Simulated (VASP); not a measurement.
# C (Fd-3m) in VASP: notebook, part 2 of 3

VASP 6.6.1.

### Step 3. Electric field gradients, PBEsol

Contents of INCAR:

```
PREC = Accurate ; ENCUT = 520
EDIFF = 1E-8 ; ISMEAR = -1
SIGMA = 0.08 ; LREAL = F
LASPH = T ; NELM = 80
ALGO = Normal ; ISIF = 2
LWAVE = F ; LCHARG = F
GGA = PS ; LEFG = T
NBANDS = 11
```

Contents of KPOINTS:

```
regular mesh
0
Gamma
  20 20 20
```

Contents of POSCAR:

```
C
1.0
    0.0000000000      1.7834000000      1.7834000000
    1.7834000000      0.0000000000      1.7834000000
    1.7834000000      1.7834000000      0.0000000000
C
2
Direct
    0.5000000000      0.5000000000      0.5000000000
    0.7500000000      0.7500000000      0.7500000000
```

Potentials or basis: VASP PAW PBE potentials, release 64 (C).

Started as:

```
> cat potpaw_PBE.64/C/POTCAR > POTCAR
> mpirun -np 1 vasp_std > vasp.out
```

OUTCAR:

```text
PREC = Accurate
   ENCUT = 520
   EDIFF = 1E-8
   ISMEAR = -1
   LREAL = F
   LASPH = T
   NELM = 80
   ISIF = 2
   GGA = PS

 ion  position               nearest neighbor table
   1  0.500  0.500  0.500-   2 1.54   2 1.54   2 1.54   2 1.54
   2  0.750  0.750  0.750-   1 1.54   1 1.54   1 1.54   1 1.54

  LATTYP: Found a face centered cubic cell.
 ALAT       =     3.5668000000

  Lattice vectors:

 A1 = (   0.0000000000,   1.7834000000,   1.7834000000)
 A2 = (   1.7834000000,   0.0000000000,   1.7834000000)
 A3 = (   1.7834000000,   1.7834000000,   0.0000000000)

Analysis of symmetry for initial positions (statically):
=====================================================================
 Subroutine PRICEL returns:
 Original cell was already a primitive cell.

 Routine SETGRP: Setting up the symmetry group for a
 face centered cubic supercell.

[... 524 lines left out ...]
  energy-cutoff  :      520.00
  volume of cell :       11.34
      direct lattice vectors                 reciprocal lattice vectors
     0.000000000  1.783400000  1.783400000    -0.280363351  0.280363351  0.280363351
     1.783400000  0.000000000  1.783400000     0.280363351 -0.280363351  0.280363351
     1.783400000  1.783400000  0.000000000     0.280363351  0.280363351 -0.280363351

 POSITION                                       TOTAL-FORCE (eV/Angst)
 -----------------------------------------------------------------------------------
      1.78340      1.78340      1.78340        -0.000000     -0.000000     -0.000000
      2.67510      2.67510      2.67510         0.000000      0.000000      0.000000
 -----------------------------------------------------------------------------------
    total drift:                                0.000000     -0.000000      0.000000

  FREE ENERGIE OF THE ION-ELECTRON SYSTEM (eV)
  ---------------------------------------------------
  free  energy   TOTEN  =       -19.2488424750 eV

  energy  without entropy=      -19.2488424750  energy(sigma->0) =      -19.24884248

 Electric field gradients (V/A^2)
---------------------------------------------------------------------
 ion       V_xx      V_yy      V_zz      V_xy      V_xz      V_yz
---------------------------------------------------------------------
   1       0.000    -0.000    -0.000    -0.000    -0.000    -0.000
   2      -0.000    -0.000    -0.000    -0.000    -0.000    -0.000
---------------------------------------------------------------------

 Electric field gradients after diagonalization (V/A^2)
 (convention: |V_zz| > |V_xx| > |V_yy|)
----------------------------------------------------------------------
 ion       V_xx      V_yy      V_zz     asymmetry (V_yy - V_xx)/ V_zz
----------------------------------------------------------------------
   1       0.000     0.000    -0.000       0.000
   2       0.000     0.000    -0.000       0.000
----------------------------------------------------------------------

           NMR quadrupolar parameters

 Cq : quadrupolar parameter    Cq=e*Q*V_zz/h
 eta: asymmetry parameters     (V_yy - V_xx)/ V_zz
 Q  : nuclear electric quadrupole moment in mb (millibarn)
----------------------------------------------------------------------
 ion       Cq(MHz)       eta       Q (mb)
----------------------------------------------------------------------
   1      -0.000       0.000       1.000
   2      -0.000       0.000       1.000
----------------------------------------------------------------------
```

It took 50 s on 1 thread of Intel Xeon 8259CL, shared host; peak memory 0.14 GiB.

What came out:

* Free energy: -19.2488 eV
* Pressure: -3.8 GPa
* Band gap on the k mesh: 4.01 eV (least direct gap 5.54 eV)
* Largest electric field gradient by atom: zero within the noise of the run

Levels at points of the mesh, in eV from the valence-band top:
```tsv
k point	band 1	band 2	band 3	band 4	band 5	band 6	band 7	band 8	band 9
(0.00, 0.00, 0.00)	-21.52	0.00	0.00	0.00	5.54	5.54	5.54	13.37	18.96
(0.50, 0.00, 0.00)	-15.69	-13.46	-2.81	-2.81	8.38	8.38	8.84	15.49	21.65
(0.50, 0.50, 0.00)	-12.78	-12.78	-6.34	-6.34	4.60	4.60	16.79	16.79	23.08
```

Caveat: the cell stands under tension; the PAW data sets were made with another functional, which shifts forces and pressure a little.

### Step 4. Electric field gradients, r2SCAN

POSCAR is that of step 3.

Contents of INCAR.step1:

```
SYSTEM = C
ALGO = Normal
EDIFF = 1E-4
ENCUT = 520
GGA = PE
ISMEAR = -1
LASPH = .True.
LCHARG = .False.
LREAL = .False.
LWAVE = .True.
NBANDS = 11
NELM = 60
PREC = Accurate
SIGMA = 0.08
```

Contents of INCAR.step2:

```
SYSTEM = C
ALGO = Normal
EDIFF = 1E-8
ENCUT = 520
ISIF = 2
ISMEAR = -1
ISTART = 1
LASPH = .True.
LCHARG = .False.
LEFG = .True.
LMIXTAU = .True.
LREAL = .False.
LWAVE = .False.
METAGGA = R2SCAN
NBANDS = 11
NELM = 60
PREC = Accurate
SIGMA = 0.08
```

Contents of KPOINTS:

```
k-points
0
Gamma
  20 20 20
  0 0 0
```

Potentials or basis: VASP PAW PBE potentials, release 64 (C).

Started as:

```
> cat potpaw_PBE.64/C/POTCAR > POTCAR
> cp INCAR.step1 INCAR
> mpirun -np 1 vasp_std > vasp.out
> cp INCAR.step2 INCAR
> mpirun -np 1 vasp_std > vasp.out
```

OUTCAR:

```text
SYSTEM = C
   EDIFF = 1E-8
   ENCUT = 520
   ISIF = 2
   ISMEAR = -1
   ISTART = 1
   LASPH = .True.
   LREAL = .False.
   METAGGA = R2SCAN
   NELM = 60
   PREC = Accurate

 ion  position               nearest neighbor table
   1  0.500  0.500  0.500-   2 1.54   2 1.54   2 1.54   2 1.54
   2  0.750  0.750  0.750-   1 1.54   1 1.54   1 1.54   1 1.54

  LATTYP: Found a face centered cubic cell.
 ALAT       =     3.5668000000

  Lattice vectors:

 A1 = (   0.0000000000,   1.7834000000,   1.7834000000)
 A2 = (   1.7834000000,   0.0000000000,   1.7834000000)
 A3 = (   1.7834000000,   1.7834000000,   0.0000000000)

Analysis of symmetry for initial positions (statically):
=====================================================================
 Subroutine PRICEL returns:
 Original cell was already a primitive cell.

 Routine SETGRP: Setting up the symmetry group for a
 face centered cubic supercell.

 Subroutine GETGRP returns: Found 48 space group operations
 (whereof 24 operations were pure point group operations)
 out of a pool of 48 trial point group operations.

The static configuration has the point symmetry T_d .
 The point group associated with its full space group is O_h .

Analysis of symmetry for dynamics (positions and initial velocities):
=====================================================================
 Subroutine PRICEL returns:
 Original cell was already a primitive cell.

 Routine SETGRP: Setting up the symmetry group for a
 face centered cubic supercell.

 Subroutine GETGRP returns: Found 48 space group operations
 (whereof 24 operations were pure point group operations)
 out of a pool of 48 trial point group operations.

The dynamic configuration has the point symmetry T_d .
 The point group associated with its full space group is O_h .

 Subroutine INISYM returns: Found 48 space group operations
 (whereof 24 operations are pure point group operations),
 and found     1 'primitive' translations

----------------------------------------------------------------------------------------

                                     Primitive cell

  volume of cell :      11.3443

  direct lattice vectors                    reciprocal lattice vectors
     0.000000000  1.783400000  1.783400000    -0.280363351  0.280363351  0.280363351
     1.783400000  0.000000000  1.783400000     0.280363351 -0.280363351  0.280363351
     1.783400000  1.783400000  0.000000000     0.280363351  0.280363351 -0.280363351

  length of vectors
     2.522108467  2.522108467  2.522108467     0.485603568  0.485603568  0.485603568

  position of ions in fractional coordinates (direct lattice)
     0.500000000  0.500000000  0.500000000
     0.750000000  0.750000000  0.750000000

  ion indices of the primitive-cell ions
   primitive index   ion index
                 1           1
                 2           2

----------------------------------------------------------------------------------------

 KPOINTS: k-points

[... 82 lines left out ...]
   ISMEAR =    -1;   SIGMA  =   0.08  broadening in eV -4-tet -1-fermi 0-gaus
   EFERMI_NEDOS =   21; number of points for ismear=-14 and -15
   IALGO  =     38    algorithm
   IMIX   =      4    mixing-type and parameters
     AMIX     =   0.40;   BMIX     =  1.00
     AMIX_MAG =   1.60;   BMIX_MAG =  1.00
  volume/ion in A,a.u.               =       5.67        38.28
  Fermi-wavevector in a.u.,A,eV,Ry     =   1.457178  2.753668 28.890189  2.123369
  Thomas-Fermi vector in A             =   2.574010
   LORBIT       =      0    0 simple, 1 ext, 2 COOP (PROOUT), +10 PAW based schemes
   METAGGA = R2SCAN    functional components
   LHFCALC =     F    Hartree Fock is set to
   AEXX    =    0.0000 exact exchange contribution
   IVDW    =     0    specifies the selected vdW correction
   LEPSILON=     F    determine dielectric tensor
   LRPA    =     F    only Hartree local field effects (RPA)
 non-spin polarized calculation
  energy-cutoff  :      520.00
  volume of cell :       11.34
 maximum number of plane-waves:       322
   NGX =  9   NGY =  9   NGZ =  9

 number of electron       7.9999999 magnetization

 Free energy of the ion-electron system (eV)
  ---------------------------------------------------
  ext. energy  EPLUGINS =         0.00000000
  ---------------------------------------------------
  free energy    TOTEN  =       -19.65729033 eV

  energy without entropy =      -19.65729033  energy(sigma->0) =      -19.65729033

 E-fermi :  11.0859     XC(G=0): -14.2577

 val. band max:        9.7121671213   @ k =   0.0000   0.0000   0.0000
 cond. band min:      14.0355560284   @ k =   0.3500   0.3500   0.0000
 fundamental gap:      4.3233889071
 Fermi energy:        11.0858784980

 k-point     1 :       0.0000    0.0000    0.0000
  band No.  band energies     occupation
      1     -12.9826      2.00000
      2       9.7122      2.00000
      3       9.7122      2.00000
      4       9.7122      2.00000
      5      15.5475      0.00000
      6      15.5475      0.00000
      7      15.5475      0.00000
      8      23.5290      0.00000
      9      30.1050      0.00000
     10      37.0996      0.00000
     11      37.0996      0.00000
[... 309 lines left out ...]
 k-point    24 :      -0.3500    0.0500    0.0000
  band No.  band energies     occupation
      1      -9.1471      2.00000
      2      -1.2609      2.00000
      3       6.5101      2.00000
      4       7.2138      2.00000
      5      18.4043      0.00000
      6      18.7110      0.00000
      7      18.9376      0.00000
      8      25.9519      0.00000
      9      31.9892      0.00000
     10      33.5629      0.00000
     11      35.3253      0.00000

 [... further k-points ...]

------------------------ aborting loop because EDIFF is reached ----------------------------------------

  FORCE on cell =-STRESS in cart. coord.  units (eV):
  Direction    XX          YY          ZZ          XY          YZ          ZX
  --------------------------------------------------------------------------------------
  -------------------------------------------------------------------------------------
  Total       -0.0957578     -0.0957578     -0.0957578     -0.0000000     -0.0000000      0.0000000
  in kB      -13.5240988    -13.5240988    -13.5240988     -0.0000000     -0.0000000      0.0000000
  external PRESSURE =     -13.5240988 kB  Pullay stress =       0.0000000 kB

 VOLUME and BASIS-vectors are now :
 -----------------------------------------------------------------------------
  energy-cutoff  :      520.00
  volume of cell :       11.34
      direct lattice vectors                 reciprocal lattice vectors
     0.000000000  1.783400000  1.783400000    -0.280363351  0.280363351  0.280363351
     1.783400000  0.000000000  1.783400000     0.280363351 -0.280363351  0.280363351
     1.783400000  1.783400000  0.000000000     0.280363351  0.280363351 -0.280363351

 POSITION                                       TOTAL-FORCE (eV/Angst)
 -----------------------------------------------------------------------------------
      1.78340      1.78340      1.78340        -0.000000     -0.000000     -0.000000
      2.67510      2.67510      2.67510         0.000000      0.000000      0.000000
 -----------------------------------------------------------------------------------
    total drift:                                0.000000     -0.000000      0.000000

  FREE ENERGIE OF THE ION-ELECTRON SYSTEM (eV)
  ---------------------------------------------------
  free  energy   TOTEN  =       -19.6572903267 eV

  energy  without entropy=      -19.6572903265  energy(sigma->0) =      -19.65729033

 Electric field gradients (V/A^2)
---------------------------------------------------------------------
 ion       V_xx      V_yy      V_zz      V_xy      V_xz      V_yz
---------------------------------------------------------------------
   1      -0.000     0.000     0.000    -0.000    -0.000    -0.000
   2      -0.000    -0.000     0.000    -0.000    -0.000    -0.000
---------------------------------------------------------------------

 Electric field gradients after diagonalization (V/A^2)
 (convention: |V_zz| > |V_xx| > |V_yy|)
----------------------------------------------------------------------
 ion       V_xx      V_yy      V_zz     asymmetry (V_yy - V_xx)/ V_zz
----------------------------------------------------------------------
   1       0.000     0.000    -0.000       0.000
   2       0.000     0.000    -0.000       0.000
----------------------------------------------------------------------

           NMR quadrupolar parameters

 Cq : quadrupolar parameter    Cq=e*Q*V_zz/h
 eta: asymmetry parameters     (V_yy - V_xx)/ V_zz
 Q  : nuclear electric quadrupole moment in mb (millibarn)
----------------------------------------------------------------------
 ion       Cq(MHz)       eta       Q (mb)
----------------------------------------------------------------------
   1      -0.000       0.000       1.000
   2      -0.000       0.000       1.000
----------------------------------------------------------------------
```

OSZICAR.step1:

```text
N       E                     dE             d eps       ncg     rms          rms(c)
DAV:   1     0.141973957730E+01    0.14197E+01   -0.47433E+03  5937   0.697E+02
DAV:   2    -0.184437087074E+02   -0.19863E+02   -0.19318E+02  7268   0.128E+02
DAV:   3    -0.188233970750E+02   -0.37969E+00   -0.37882E+00  6584   0.137E+01
DAV:   4    -0.188240163913E+02   -0.61932E-03   -0.61930E-03  6068   0.685E-01
DAV:   5    -0.188240171138E+02   -0.72249E-06   -0.72248E-06  6445   0.220E-02    0.556E+00
DAV:   6    -0.183447011277E+02    0.47932E+00   -0.25013E-01  5782   0.352E+00    0.332E+00
DAV:   7    -0.181833876400E+02    0.16131E+00   -0.30653E-01  6091   0.395E+00    0.758E-01
DAV:   8    -0.181852041121E+02   -0.18165E-02   -0.86098E-03  5866   0.693E-01    0.435E-02
DAV:   9    -0.181852450231E+02   -0.40911E-04   -0.61337E-05  6407   0.632E-02
   1 F= -.18185245E+02 E0= -.18185245E+02  d E =-.840868E-10
```

Wall time 3.6 min (1 thread of Intel Xeon 8259CL, shared host); peak memory 0.14 GiB.

What came out:

```
Free energy                             : -19.6573 eV
Pressure                                : -1.4 GPa
Band gap on the k mesh                  : 4.32 eV (least direct gap 5.84 eV)
Largest electric field gradient by atom : zero within the noise of the run
```

Levels at points of the mesh, in eV from the valence-band top:
| k point | band 1 | band 2 | band 3 | band 4 | band 5 | band 6 | band 7 | band 8 |
| --- | --- | --- | --- | --- | --- | --- | --- | --- |
| (0.00, 0.00, 0.00) | -22.69 | 0.00 | 0.00 | 0.00 | 5.84 | 5.84 | 5.84 | 13.82 |
| (0.50, 0.00, 0.00) | -16.75 | -14.04 | -2.98 | -2.98 | 8.88 | 8.88 | 9.13 | 16.70 |
| (0.50, 0.50, 0.00) | -13.59 | -13.59 | -6.66 | -6.66 | 5.00 | 5.00 | 17.87 | 17.87 |

Caveat: the PAW data sets were made with another functional, which shifts forces and pressure a little. A k mesh can miss the band edges.

(Part 2 of 3 ends here.)
